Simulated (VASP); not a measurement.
# Se (Cmce) in VASP: further runs

Se is run at these levels: PBE; tasks: single point, relaxation of cell and atoms.

Everything below comes from runs of VASP 6.6.1. Logs are shortened: lines on timing, memory, paths and dates and some standing lists are left out, and cuts for length are marked.

## (1) The cell of the first run

The structure is orthorhombic, space group Cmce (No. 64). The conventional cell has a = 3.746 Å, b = 11.883 Å, c = 4.957 Å, α = 90.00°, β = 90.00°, γ = 90.00°. Se (site symmetry m) has 3 Se at 2.45 to 2.49 Å within 3.2 Å.

## (2) Single point, PBE

Input file INCAR:

```
PREC = Accurate
ENCUT = 520
EDIFF = 1E-7
ISMEAR = 0
SIGMA = 0.1
LREAL = False
LASPH = True
NELM = 100
ALGO = Normal
ISIF = 2
LWAVE = False
LCHARG = True
GGA = PE
LELF = True
LVHAR = True
NBANDS = 20
```

Input file KPOINTS:

```
Automatic mesh
0
Gamma
  6 6 4
```

Input file POSCAR:

```
Se
1.0
    1.8730586732     -5.9417269090      0.0000000000
    1.8730586732      5.9417269090      0.0000000000
    0.0000000000      0.0000000000      4.9570978783
Se
4
Direct
    0.0980000000      0.9020000000      0.9100000000
    0.5980000000      0.4020000000      0.5900000000
    0.9020000000      0.0980000000      0.0900000000
    0.4020000000      0.5980000000      0.4100000000
```

Potentials or basis: VASP PAW PBE potentials, release 64 (Se).

Run with:

```bash
> cat potpaw_PBE.64/Se/POTCAR > POTCAR
> mpirun -np 1 vasp_std > vasp.out
```

OUTCAR:

```text
PREC = Accurate
   ENCUT = 520
   EDIFF = 1E-7
   ISMEAR = 0
   LREAL = False
   LASPH = True
   NELM = 100
   ISIF = 2
   GGA = PE

 ion  position               nearest neighbor table
   1  0.098  0.902  0.910-   2 2.45   2 2.45   3 2.49
   2  0.598  0.402  0.590-   1 2.45   1 2.45   4 2.49
   3  0.902  0.098  0.090-   4 2.45   4 2.45   1 2.49
   4  0.402  0.598  0.410-   3 2.45   3 2.45   2 2.49

  LATTYP: Found a base centered orthorhombic cell.
 ALAT       =     3.7461173464
 B/A-ratio  =     3.1722054381
 C/A-ratio  =     1.3232628399

  Lattice vectors:

 A1 = (   1.8730586732,  -5.9417269090,   0.0000000000)
 A2 = (   1.8730586732,   5.9417269090,   0.0000000000)
 A3 = (   0.0000000000,   0.0000000000,   4.9570978783)

Analysis of symmetry for initial positions (statically):
=====================================================================
 Subroutine PRICEL returns:
 Original cell was already a primitive cell.

 Routine SETGRP: Setting up the symmetry group for a
 base centered orthorhombic supercell.

 Subroutine GETGRP returns: Found  8 space group operations
 (whereof  4 operations were pure point group operations)
 out of a pool of  8 trial point group operations.

The static configuration has the point symmetry C_2h.
 The point group associated with its full space group is D_2h.

Analysis of symmetry for dynamics (positions and initial velocities):
=====================================================================
 Subroutine PRICEL returns:
 Original cell was already a primitive cell.

 Routine SETGRP: Setting up the symmetry group for a
 base centered orthorhombic supercell.

 Subroutine GETGRP returns: Found  8 space group operations
 (whereof  4 operations were pure point group operations)
 out of a pool of  8 trial point group operations.

The dynamic configuration has the point symmetry C_2h.
 The point group associated with its full space group is D_2h.

 Subroutine INISYM returns: Found  8 space group operations
 (whereof  4 operations are pure point group operations),
 and found     1 'primitive' translations

----------------------------------------------------------------------------------------

                                     Primitive cell

  volume of cell :     110.3371

  direct lattice vectors                    reciprocal lattice vectors
     1.873058673 -5.941726909  0.000000000     0.266943053 -0.084150619  0.000000000
     1.873058673  5.941726909  0.000000000     0.266943053  0.084150619  0.000000000
     0.000000000  0.000000000  4.957097878     0.000000000  0.000000000  0.201730937

  length of vectors
     6.229965285  6.229965285  4.957097878     0.279892694  0.279892694  0.201730937

  position of ions in fractional coordinates (direct lattice)
     0.098000000  0.902000000  0.910000000
     0.598000000  0.402000000  0.590000000
     0.902000000  0.098000000  0.090000000
     0.402000000  0.598000000  0.410000000

  ion indices of the primitive-cell ions
   primitive index   ion index
                 1           1
                 2           2
                 3           3
                 4           4

----------------------------------------------------------------------------------------

 KPOINTS: Automatic mesh

Automatic generation of k-mesh.
 Grid dimensions read from file:
 generate k-points for:    6    6    4

 Generating k-lattice:

  Cartesian coordinates                     Fractional coordinates (reciprocal lattice)
     0.044490509 -0.014025103  0.000000000     0.166666667  0.000000000  0.000000000
     0.044490509  0.014025103  0.000000000     0.000000000  0.166666667  0.000000000
     0.000000000  0.000000000  0.050432734     0.000000000  0.000000000  0.250000000

  Length of vectors
     0.046648782  0.046648782  0.050432734

  Shift w.r.t. Gamma in fractional coordinates (k-lattice)
     0.000000000  0.000000000  0.000000000

 Subroutine IBZKPT returns following result:
 ===========================================

 Found     39 irreducible k-points:

 Following reciprocal coordinates:
            Coordinates               Weight
  0.000000  0.000000  0.000000      1.000000
  0.166667  0.000000  0.000000      4.000000
  0.333333  0.000000  0.000000      4.000000
  0.500000  0.000000  0.000000      2.000000
  0.166667  0.166667  0.000000      2.000000
  0.333333  0.166667  0.000000      4.000000
[... 16 lines left out ...]
  0.333333  0.333333  0.250000      4.000000
  0.500000  0.333333  0.250000      8.000000
 [... further k-points ...]
   k-points           NKPTS =     39   k-points in BZ     NKDIM =     39   number of bands    NBANDS=     20
   number of dos      NEDOS =    301   number of ions     NIONS =      4
   total plane-waves  NPLWV =  92160
   dimension x,y,z NGX =    48 NGY =   48 NGZ =   40
   dimension x,y,z NGXF=    96 NGYF=   96 NGZF=   80
   ions per type =               4
   NGX,Y,Z   is equivalent  to a cutoff of  12.81, 12.81, 13.41 a.u.
   NGXF,Y,Z  is equivalent  to a cutoff of  25.62, 25.62, 26.83 a.u.
 SYSTEM =  unknown system
   PREC   = accura    normal or accurate (medium, high low for compatibility)
   ISTART =      0    job   : 0-new  1-cont  2-samecut
   ICHARG =      2    charge: 1-file 2-atom 10-const
   ISPIN  =      1    spin polarized calculation?
   LNONCOLLINEAR =      F non collinear calculations
   LSORBIT =      F    spin-orbit coupling
   LASPH  =      T    aspherical Exc in radial PAW
   ENCUT  =  520.0 eV  38.22 Ry    6.18 a.u.  11.58 11.58  9.22*2*pi/ulx,y,z
   NELM   =    100;   NELMIN=  2; NELMDL= -5     # of ELM steps
   EDIFF  = 0.1E-06   stopping-criterion for ELM
   LREAL  =      F    real-space projection
   EDIFFG = 0.1E-05   stopping-criterion for IOM
   NSW    =      0    number of steps for IOM
   IBRION =     -1    ionic relax: 0-MD 1-quasi-New 2-CG
   NFREE  =      0    steps in history (QN), initial steepest desc. (CG)
   ISIF   =      2    stress and relaxation
   ISYM   =      2    0-nonsym 1-usesym 2-fastsym
   POTIM  = 0.5000    time-step for ionic-motion
   TEBEG  =    0.0;   TEEND  =   0.0 temperature during run
   PSTRESS=    0.0 pullay stress
   NELECT =      24.0000    total number of electrons
   NUPDOWN=      -1.0000    fix difference up-down
   EMIN   =  10.00;   EMAX   =-10.00  energy-range for DOS
   EFERMI =   0.00;   METHOD = LEGACY
   ISMEAR =     0;   SIGMA  =   0.10  broadening in eV -4-tet -1-fermi 0-gaus
   EFERMI_NEDOS =   21; number of points for ismear=-14 and -15
   IALGO  =     38    algorithm
   IMIX   =      4    mixing-type and parameters
     AMIX     =   0.40;   BMIX     =  1.00
     AMIX_MAG =   1.60;   BMIX_MAG =  1.00
  volume/ion in A,a.u.               =      27.58       186.15
  Fermi-wavevector in a.u.,A,eV,Ry     =   0.984551  1.860531 13.188671  0.969340
  Thomas-Fermi vector in A             =   2.115792
   LORBIT       =      0    0 simple, 1 ext, 2 COOP (PROOUT), +10 PAW based schemes
   GGA     = PE    functional components
   LHFCALC =     F    Hartree Fock is set to
   AEXX    =    0.0000 exact exchange contribution
   IVDW    =     0    specifies the selected vdW correction
   LEPSILON=     F    determine dielectric tensor
   LRPA    =     F    only Hartree local field effects (RPA)
 non-spin polarized calculation
 Gauss-broadening in eV      SIGMA  =   0.10
  energy-cutoff  :      520.00
  volume of cell :      110.34
 maximum number of plane-waves:      2998
 NGX is ok and might be reduce to    48
   NGX = 23   NGY = 23   NGZ = 19

 number of electron      23.9999999 magnetization

 Free energy of the ion-electron system (eV)
  ---------------------------------------------------
  ext. energy  EPLUGINS =         0.00000000
  ---------------------------------------------------
  free energy    TOTEN  =       -11.16970476 eV

  energy without entropy =      -11.15171800  energy(sigma->0) =      -11.16071138

 E-fermi :   3.5442     XC(G=0):  -8.7818

 val. band max:        3.5437436647   @ k =  -0.3333   0.1667   0.2500
 cond. band min:       3.5767123860   @ k =   0.5000   0.3333   0.2500
 fundamental gap:      0.0329687213
 Fermi energy:         3.5442101289

 k-point     1 :       0.0000    0.0000    0.0000
  band No.  band energies     occupation
      1     -13.5564      2.00000
      2     -11.7894      2.00000
      3      -9.5465      2.00000
      4      -6.9055      2.00000
      5      -3.3826      2.00000
      6      -1.9275      2.00000
[... 12 lines left out ...]
     19      10.3259      0.00000
     20      10.4688      0.00000

 k-point     2 :       0.1667    0.0000    0.0000
  band No.  band energies     occupation
      1     -13.3232      2.00000
      2     -11.5522      2.00000
      3      -9.8008      2.00000
      4      -7.3400      2.00000
      5      -3.1828      2.00000
      6      -2.5235      2.00000
[... 12 lines left out ...]
     19       9.6706      0.00000
     20      10.4169      0.00000

 k-point     3 :       0.3333    0.0000    0.0000
  band No.  band energies     occupation
      1     -12.6528      2.00000
      2     -10.8569      2.00000
      3     -10.5754      2.00000
      4      -8.4626      2.00000
      5      -2.9615      2.00000
      6      -2.7312      2.00000
[... 12 lines left out ...]
     19      10.1247      0.00000
     20      10.4120      0.00000

 k-point     4 :       0.5000    0.0000    0.0000
  band No.  band energies     occupation
      1     -11.6538      2.00000
      2     -11.6538      2.00000
      3      -9.7683      2.00000
      4      -9.7683      2.00000
      5      -2.7132      2.00000
      6      -2.7132      2.00000
[... 429 lines left out ...]
 k-point    23 :       0.3333    0.3333    0.2500
  band No.  band energies     occupation
      1     -12.4362      2.00000
      2     -11.4221      2.00000
      3     -10.0626      2.00000
      4      -8.6843      2.00000
      5      -3.3157      2.00000
      6      -2.7286      2.00000
[... 12 lines left out ...]
     19       9.8193      0.00000
     20      10.1181      0.00000

 k-point    24 :       0.5000    0.3333    0.2500
  band No.  band energies     occupation
      1     -13.0677      2.00000
      2     -11.9616      2.00000
      3      -9.4923      2.00000
      4      -7.8539      2.00000
      5      -2.7852      2.00000
      6      -2.5350      2.00000
[... 12 lines left out ...]
     19       9.5652      0.00000
     20      10.1711      0.00000

 [... further k-points ...]

------------------------ aborting loop because EDIFF is reached ----------------------------------------

  FORCE on cell =-STRESS in cart. coord.  units (eV):
  Direction    XX          YY          ZZ          XY          YZ          ZX
  --------------------------------------------------------------------------------------
  -------------------------------------------------------------------------------------
  Total        8.3974269      6.3621536      3.8518054      0.0000000     -0.0000000      0.0000000
  in kB      121.9369297     92.3832362     55.9310996      0.0000000     -0.0000000      0.0000000
  external PRESSURE =      90.0837552 kB  Pullay stress =       0.0000000 kB

 VOLUME and BASIS-vectors are now :
 -----------------------------------------------------------------------------
  energy-cutoff  :      520.00
  volume of cell :      110.34
      direct lattice vectors                 reciprocal lattice vectors
     1.873058673 -5.941726909  0.000000000     0.266943053 -0.084150619  0.000000000
     1.873058673  5.941726909  0.000000000     0.266943053  0.084150619  0.000000000
     0.000000000  0.000000000  4.957097878     0.000000000  0.000000000  0.201730937

 POSITION                                       TOTAL-FORCE (eV/Angst)
 -----------------------------------------------------------------------------------
      1.87306      4.77715      4.51096         0.000000     -1.390657      0.196632
      1.87306     -1.16458      2.92469         0.000000     -1.390657     -0.196632
      1.87306     -4.77715      0.44614         0.000000      1.390657     -0.196632
      1.87306      1.16458      2.03241         0.000000      1.390657      0.196632
 -----------------------------------------------------------------------------------
    total drift:                                0.000000      0.000000      0.000000

  FREE ENERGIE OF THE ION-ELECTRON SYSTEM (eV)
  ---------------------------------------------------
  free  energy   TOTEN  =       -11.1697047582 eV

  energy  without entropy=      -11.1517179966  energy(sigma->0) =      -11.16071138
```

It took 65 s on 1 thread of Intel Xeon Platinum 8488C (Sapphire Rapids), shared host; peak memory 0.3 GiB.

What came out:

* Free energy: -11.1697 eV
* Pressure: 9.0 GPa
* Largest force: 1.404 eV/Å
* Band gap on the k mesh: zero (band 12 reaches 3.89 eV, above the bottom of band 13 at 2.81 eV)

Forces on the atoms (eV/Å):
```
Se   0.000 -1.391  0.197
Se   0.000 -1.391 -0.197
Se   0.000  1.391 -0.197
Se   0.000  1.391  0.197
```

Stress tensor (GPa, compression positive):
```
12.19  0.00  0.00
 0.00  9.24  0.00
 0.00  0.00  5.59
```

Levels at points of the mesh, in eV from the Fermi level:
| k point | band 8 | band 9 | band 10 | band 11 | band 12 | band 13 | band 14 | band 15 | band 16 | band 17 |
| --- | --- | --- | --- | --- | --- | --- | --- | --- | --- | --- |
| (0.00, 0.00, 0.00) | -4.39 | -3.66 | -3.05 | -0.95 | -0.76 | -0.73 | 0.26 | 1.94 | 2.56 | 5.01 |
| (0.50, 0.00, 0.00) | -4.92 | -4.18 | -4.18 | -0.99 | -0.99 | 0.19 | 0.19 | 1.15 | 1.15 | 5.94 |
| (0.50, 0.50, 0.00) | -4.28 | -3.06 | -2.70 | -1.59 | -0.92 | -0.56 | 0.17 | 2.11 | 2.24 | 4.92 |
| (0.00, 0.00, 0.50) | -4.88 | -3.43 | -3.43 | -1.62 | -1.62 | 0.51 | 0.51 | 1.45 | 1.45 | 5.88 |
| (0.50, 0.00, 0.50) | -6.23 | -3.60 | -3.60 | -0.24 | -0.24 | 1.30 | 1.30 | 2.75 | 2.75 | 5.48 |
| (0.50, 0.50, 0.50) | -4.75 | -3.64 | -3.64 | -1.25 | -1.25 | 0.22 | 0.22 | 0.62 | 0.62 | 6.03 |

Caveat: forces of over 1 eV/Å act on the atoms, so gaps and moduli don't describe the material at rest.

## (3) Single point, PBE

This run uses another cell than the first one, of 26.16 Å³/atom, 0.948 times its volume.

Input file INCAR:

```
SYSTEM = Se
  ALGO = Normal
  EDIFF = 1E-6
  ENCUT = 520
  GGA = PE
  ISIF = 2
  ISMEAR = 0
  LASPH = .True.
  LCHARG = .False.
  LREAL = .False.
  LWAVE = .False.
  NBANDS = 20
  NELM = 100
  PREC = Accurate
  SIGMA = 0.1
```

Input file KPOINTS:

```
k-points
0
Gamma
  10 10 10
  0 0 0
```

Input file POSCAR:

```
Se
1.0
    2.5442969600     -4.8131122503      0.0000000000
    2.5442969600      4.8131122503      0.0000000000
    0.0000000000      0.0000000000      4.2716674185
Se
4
Direct
    0.6056429160      0.3943570840      0.6537658942
    0.1056429160      0.8943570840      0.8462341058
    0.3943570840      0.6056429160      0.3462341058
    0.8943570840      0.1056429160      0.1537658942
```

Potentials or basis: VASP PAW PBE potentials, release 64 (Se).

Run with:

```bash
> cat potpaw_PBE.64/Se/POTCAR > POTCAR
> mpirun -np 1 vasp_std > vasp.out
```

Wall time 2.5 min (1 thread of Intel Xeon Platinum 8488C (Sapphire Rapids), shared host); peak memory 0.41 GiB.

It converged, with:

```yaml
Free_energy: -13.4537 eV
Pressure: 0.1 GPa
Largest_force: 0.023 eV/Å
Band_gap_on_the_k_mesh: zero (band 12 reaches 3.19 eV, above the bottom of band 13 at 3.16 eV)
```

Forces in eV/Å, atoms in the order of the input:
```
Se   0.000 -0.020  0.011
Se   0.000 -0.020 -0.011
Se   0.000  0.020 -0.011
Se   0.000  0.020  0.011
```

Stress tensor (GPa, compression positive):
```
0.05 0.00 0.00
0.00 0.15 0.00
0.00 0.00 0.06
```

Levels at points of the mesh, in eV from the Fermi level:
| k point | band 9 | band 10 | band 11 | band 12 | band 13 | band 14 | band 15 | band 16 |
| --- | --- | --- | --- | --- | --- | --- | --- | --- |
| (0.00, 0.00, 0.00) | -2.09 | -1.33 | -1.17 | -1.00 | 1.55 | 1.56 | 1.56 | 3.69 |
| (0.50, 0.00, 0.00) | -2.26 | -2.26 | -0.50 | -0.50 | 0.27 | 0.27 | 1.84 | 1.84 |
| (0.50, 0.50, 0.00) | -3.26 | -2.04 | -1.18 | -0.78 | 1.35 | 1.54 | 3.33 | 4.09 |
| (0.00, 0.00, 0.50) | -3.34 | -3.34 | -1.78 | -1.78 | 1.39 | 1.39 | 3.09 | 3.09 |
| (0.50, 0.00, 0.50) | -1.30 | -1.30 | -0.86 | -0.86 | 0.90 | 0.90 | 1.53 | 1.53 |
| (0.50, 0.50, 0.50) | -2.43 | -2.43 | -0.02 | -0.02 | 1.65 | 1.65 | 2.16 | 2.16 |

[end of part 1 of 2]
